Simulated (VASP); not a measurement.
# MgO (Immm) in VASP: a series of runs

MgO is run at these levels: LDA; tasks: single point.

Everything below comes from runs of VASP 6.6.1. Logs are shortened: lines on timing, memory, paths and dates and some standing lists are left out, and cuts for length are marked.

### 1 The cell of the first run

It takes space group Immm (No. 71, orthorhombic). Conventional cell: a = 2.869 Å, b = 3.171 Å, c = 4.270 Å, α = 90.00°, β = 90.00°, γ = 90.00°. Within 2.9 Å of Mg (site symmetry mmm) lie 6 O at 2.14 Å and 2 Mg at 2.87 Å. O (site symmetry mmm) has 6 Mg at 2.14 Å and 2 O at 2.87 Å within 2.9 Å.

### 2 Single point, LDA (strain -0.1000 x Voigt [0, 0, 0, 0, 0, 1])

INCAR reads:

```
SYSTEM = MgO
ALGO = Normal
EDIFF = 1E-6
ENCUT = 750
GGA_COMPAT = .FALSE.
ISIF = 2
ISMEAR = 0
LASPH = .TRUE.
LCHARG = .FALSE.
LREAL = .FALSE.
LWAVE = .FALSE.
NBANDS = 15
NELM = 120
PREC = Accurate
SIGMA = 0.05
```

KPOINTS reads:

```
k-points
0
G
  10 10 10
  0 0 0
```

POSCAR reads:

```
MgO
1.0
   -0.1067575000      2.1351500000      2.1351500000
    2.1351500000     -0.1067575000      2.1351500000
    2.0283925000      2.0283925000      0.0000000000
Mg O
1 1
Direct
    0.0000000000      0.0000000000      0.0000000000
    0.5000000000      0.5000000000      0.5000000000
```

Potentials or basis: VASP PAW LDA potentials, release 64 (Mg_sv, O).

On the command line:

```console
> cat potpaw_LDA.64/Mg_sv/POTCAR potpaw_LDA.64/O/POTCAR > POTCAR
> mpirun -np 1 vasp_std > vasp.out
```

OUTCAR:

```text
SYSTEM = MgO
   EDIFF = 1E-6
   ENCUT = 750
   ISIF = 2
   ISMEAR = 0
   LASPH = .TRUE.
   LREAL = .FALSE.
   NELM = 120
   PREC = Accurate

 ion  position               nearest neighbor table
   1  0.000  0.000  0.000-
   2  0.500  0.500  0.500-

  LATTYP: Found a body centered orthorhombic cell.
 ALAT       =     2.8685801833
 B/A-ratio  =     1.1052631579
 C/A-ratio  =     1.4886458551

  Lattice vectors:

 A1 = (   0.1067575000,  -2.1351500000,  -2.1351500000)
 A2 = (  -0.1067575000,   2.1351500000,  -2.1351500000)
 A3 = (   2.1351500000,  -0.1067575000,   2.1351500000)

Analysis of symmetry for initial positions (statically):
=====================================================================
 Subroutine PRICEL returns:
 Original cell was already a primitive cell.

 Routine SETGRP: Setting up the symmetry group for a
 body centered orthorhombic supercell.

 Subroutine GETGRP returns: Found  8 space group operations
 (whereof  8 operations were pure point group operations)
 out of a pool of  8 trial point group operations.

The static configuration has the point symmetry D_2h.

Analysis of symmetry for dynamics (positions and initial velocities):
=====================================================================
 Subroutine PRICEL returns:
 Original cell was already a primitive cell.

 Routine SETGRP: Setting up the symmetry group for a
 body centered orthorhombic supercell.

 Subroutine GETGRP returns: Found  8 space group operations
 (whereof  8 operations were pure point group operations)
 out of a pool of  8 trial point group operations.

The dynamic configuration has the point symmetry D_2h.

 Subroutine INISYM returns: Found  8 space group operations
 (whereof  8 operations are pure point group operations),
 and found     1 'primitive' translations

----------------------------------------------------------------------------------------

                                     Primitive cell

  volume of cell :      19.4191

  direct lattice vectors                    reciprocal lattice vectors
    -0.106757500  2.135150000  2.135150000    -0.223024367  0.223024367  0.234175585
     2.135150000 -0.106757500  2.135150000     0.223024367 -0.223024367  0.234175585
     2.028392500  2.028392500  0.000000000     0.246500616  0.246500616 -0.234175585

  length of vectors
     3.021444722  3.021444722  2.868580183     0.392833222  0.392833222  0.419956321

  position of ions in fractional coordinates (direct lattice)
     0.000000000  0.000000000  0.000000000
     0.500000000  0.500000000  0.500000000
[... 88 lines left out ...]
   NELECT =      16.0000    total number of electrons
   NUPDOWN=      -1.0000    fix difference up-down
   EMIN   =  10.00;   EMAX   =-10.00  energy-range for DOS
   EFERMI =   0.00;   METHOD = LEGACY
   ISMEAR =     0;   SIGMA  =   0.05  broadening in eV -4-tet -1-fermi 0-gaus
   EFERMI_NEDOS =   21; number of points for ismear=-14 and -15
   IALGO  =     38    algorithm
   IMIX   =      4    mixing-type and parameters
     AMIX     =   0.40;   BMIX     =  1.00
     AMIX_MAG =   1.60;   BMIX_MAG =  1.00
  volume/ion in A,a.u.               =       9.71        65.52
  Fermi-wavevector in a.u.,A,eV,Ry     =   1.534754  2.900265 32.048117  2.355470
  Thomas-Fermi vector in A             =   2.641638
   LORBIT       =      0    0 simple, 1 ext, 2 COOP (PROOUT), +10 PAW based schemes
   GGA     = CA    functional components
   LHFCALC =     F    Hartree Fock is set to
   AEXX    =    0.0000 exact exchange contribution
   IVDW    =     0    specifies the selected vdW correction
   LEPSILON=     F    determine dielectric tensor
   LRPA    =     F    only Hartree local field effects (RPA)
 non-spin polarized calculation
 Gauss-broadening in eV      SIGMA  =   0.05
  energy-cutoff  :      750.00
  volume of cell :       19.42
 maximum number of plane-waves:       924
   NGX = 13   NGY = 13   NGZ = 13

 number of electron      16.0000008 magnetization

 Free energy of the ion-electron system (eV)
  ---------------------------------------------------
  ext. energy  EPLUGINS =         0.00000000
  ---------------------------------------------------
  free energy    TOTEN  =       -13.10535495 eV

  energy without entropy =      -13.10535495  energy(sigma->0) =      -13.10535495

 E-fermi :   2.9940     XC(G=0): -11.7377

 val. band max:        2.7322077599   @ k =   0.0000   0.0000   0.0000
 cond. band min:       6.5201716209   @ k =   0.0000   0.0000   0.0000
 fundamental gap:      3.7879638610
 Fermi energy:         2.9939946193

 k-point     1 :       0.0000    0.0000    0.0000
  band No.  band energies     occupation
      1     -69.1994      2.00000
      2     -36.6851      2.00000
      3     -36.6655      2.00000
      4     -36.6495      2.00000
      5     -14.4560      2.00000
      6       1.9927      2.00000
      7       2.3017      2.00000
      8       2.7322      2.00000
      9       6.5202      0.00000
     10      16.2927      0.00000
     11      17.7715      0.00000
     12      19.1329      0.00000
     13      21.3313      0.00000
     14      23.1800      0.00000
[... 401 lines left out ...]
      2     -36.7186      2.00000
      3     -36.7018      2.00000
      4     -36.6736      2.00000
      5     -13.2605      2.00000
      6      -1.2235      2.00000
      7       0.6335      2.00000
      8       1.8558      2.00000
      9      10.9402      0.00000
     10      12.4374      0.00000
     11      15.4221      0.00000
     12      18.9523      0.00000
     13      20.8081      0.00000
     14      26.7405      0.00000
     15      28.0632      0.00000

 [... further k-points ...]

------------------------ aborting loop because EDIFF is reached ----------------------------------------

  FORCE on cell =-STRESS in cart. coord.  units (eV):
  Direction    XX          YY          ZZ          XY          YZ          ZX
  --------------------------------------------------------------------------------------
  -------------------------------------------------------------------------------------
  Total       -1.2919387     -1.2919387     -1.5323406      1.7113275      0.0000000      0.0000000
  in kB     -106.5919524   -106.5919524   -126.4264101    141.1938034      0.0000000      0.0000000
  external PRESSURE =    -113.2034383 kB  Pullay stress =       0.0000000 kB

 VOLUME and BASIS-vectors are now :
 -----------------------------------------------------------------------------
  energy-cutoff  :      750.00
  volume of cell :       19.42
      direct lattice vectors                 reciprocal lattice vectors
    -0.106757500  2.135150000  2.135150000    -0.223024367  0.223024367  0.234175585
     2.135150000 -0.106757500  2.135150000     0.223024367 -0.223024367  0.234175585
     2.028392500  2.028392500  0.000000000     0.246500616  0.246500616 -0.234175585

 POSITION                                       TOTAL-FORCE (eV/Angst)
 -----------------------------------------------------------------------------------
      0.00000      0.00000      0.00000         0.000000      0.000000      0.000000
      2.02839      2.02839      2.13515         0.000000     -0.000000      0.000000
 -----------------------------------------------------------------------------------
    total drift:                                0.000000      0.000000      0.000000

  FREE ENERGIE OF THE ION-ELECTRON SYSTEM (eV)
  ---------------------------------------------------
  free  energy   TOTEN  =       -13.1053549518 eV

  energy  without entropy=      -13.1053549518  energy(sigma->0) =      -13.10535495
```

OSZICAR:

```text
N       E                     dE             d eps       ncg     rms          rms(c)
DAV:   1     0.147033185985E+03    0.14703E+03   -0.12583E+04  5138   0.161E+03
DAV:   2    -0.940564132701E+01   -0.15644E+03   -0.14849E+03  6124   0.411E+02
DAV:   3    -0.146425245085E+02   -0.52369E+01   -0.52114E+01  6669   0.736E+01
DAV:   4    -0.147162343596E+02   -0.73710E-01   -0.73702E-01  5886   0.862E+00
DAV:   5    -0.147173935439E+02   -0.11592E-02   -0.11592E-02  6558   0.908E-01    0.847E+00
DAV:   6    -0.131771156532E+02    0.15403E+01   -0.24673E+00  5872   0.148E+01    0.288E+00
DAV:   7    -0.131361904675E+02    0.40925E-01   -0.13666E-01  5949   0.323E+00    0.171E+00
DAV:   8    -0.131065874388E+02    0.29603E-01   -0.50161E-02  6278   0.216E+00    0.352E-01
DAV:   9    -0.131053209784E+02    0.12665E-02   -0.38503E-03  5865   0.542E-01    0.820E-02
DAV:  10    -0.131053682027E+02   -0.47224E-04   -0.17489E-04  6544   0.176E-01    0.448E-02
DAV:  11    -0.131053550681E+02    0.13135E-04   -0.21419E-05  6026   0.561E-02    0.339E-03
DAV:  12    -0.131053549518E+02    0.11629E-06   -0.59472E-07  4401   0.114E-02
   1 F= -.13105355E+02 E0= -.13105355E+02  d E =-.350838E-16
```

stdout:

```text
POSCAR found type information on POSCAR MgO
 POSCAR found :  2 types and       2 ions
 scaLAPACK will be used
 LDA part: xc-table for (Slater(with rela. corr.)+CA(PZ))
 , standard interpolation
 POSCAR, INCAR and KPOINTS ok, starting setup
 FFT: planning ... GRIDC
 FFT: planning ... GRID_SOFT
 FFT: planning ... GRID
 WAVECAR not read
 entering main loop
```

It took 41 s on 1 thread of AMD EPYC 9R45 (Zen 5), shared host; peak memory 0.16 GiB.

What came out:

| Quantity | Value |
| --- | --- |
| Free energy | -13.1054 eV |
| Pressure | -11.3 GPa |
| Band gap on the k mesh | 3.79 eV |

Caveat: the cell differs from its parent crystal (strain -0.1000 x Voigt [0, 0, 0, 0, 0, 1]); the cell stands under tension.

### 3 Single point, LDA (strain +0.0875 x Voigt [0, 0, 0, 0, 0, 1])

INCAR reads:

```
SYSTEM = MgO
PREC = Accurate ; ENCUT = 750
EDIFF = 1E-6 ; ISMEAR = 0
SIGMA = 0.05 ; LREAL = .False.
LASPH = .True. ; NELM = 120
ALGO = Normal ; ISIF = 2
LWAVE = .False. ; LCHARG = .False.
NBANDS = 15 ; GGA_COMPAT = .False.
```

KPOINTS reads:

```
Automatic mesh
0
Gamma
  10 10 10
  0 0 0
```

POSCAR reads:

```
MgO
1.0
    0.0934128125      2.1351500000      2.1351500000
    2.1351500000      0.0934128125      2.1351500000
    2.2285628125      2.2285628125      0.0000000000
Mg O
1 1
Direct
    0.0000000000      0.0000000000      0.0000000000
    0.5000000000      0.5000000000      0.5000000000
```

Potentials or basis: VASP PAW LDA potentials, release 64 (Mg_sv, O).

On the command line:

```console
> cat potpaw_LDA.64/Mg_sv/POTCAR potpaw_LDA.64/O/POTCAR > POTCAR
> mpirun -np 1 vasp_std > vasp.out
```

It took 81 s on 1 thread of Intel Xeon Platinum 8488C (Sapphire Rapids), shared host; peak memory 0.2 GiB.

Results (log left out):

| Property | Result |
| --- | --- |
| Free energy | -13.1247 eV |
| Pressure | -11.4 GPa |
| Band gap on the k mesh | 3.86 eV |

Stress tensor (GPa, compression positive):
```
-10.92 -12.32   0.00
-12.32 -10.92   0.00
  0.00   0.00 -12.43
```

Levels at points of the mesh, in eV from the valence-band top:
| k point | band 6 | band 7 | band 8 | band 9 | band 10 | band 11 |
| --- | --- | --- | --- | --- | --- | --- |
| (0.00, 0.00, 0.00) | -0.65 | -0.37 | 0.00 | 3.86 | 13.78 | 15.06 |
| (0.50, 0.00, 0.00) | -4.71 | -1.28 | -0.99 | 6.83 | 12.03 | 14.32 |
| (0.50, 0.50, 0.00) | -4.32 | -2.15 | -1.12 | 7.70 | 9.84 | 12.11 |
| (0.00, 0.00, 0.50) | -5.03 | -0.96 | -0.58 | 7.38 | 11.10 | 15.52 |
| (0.50, 0.00, 0.50) | -4.30 | -1.66 | -1.64 | 8.51 | 8.96 | 11.98 |

Caveat: the cell differs from its parent crystal (strain +0.0875 x Voigt [0, 0, 0, 0, 0, 1]); the cell stands under tension.
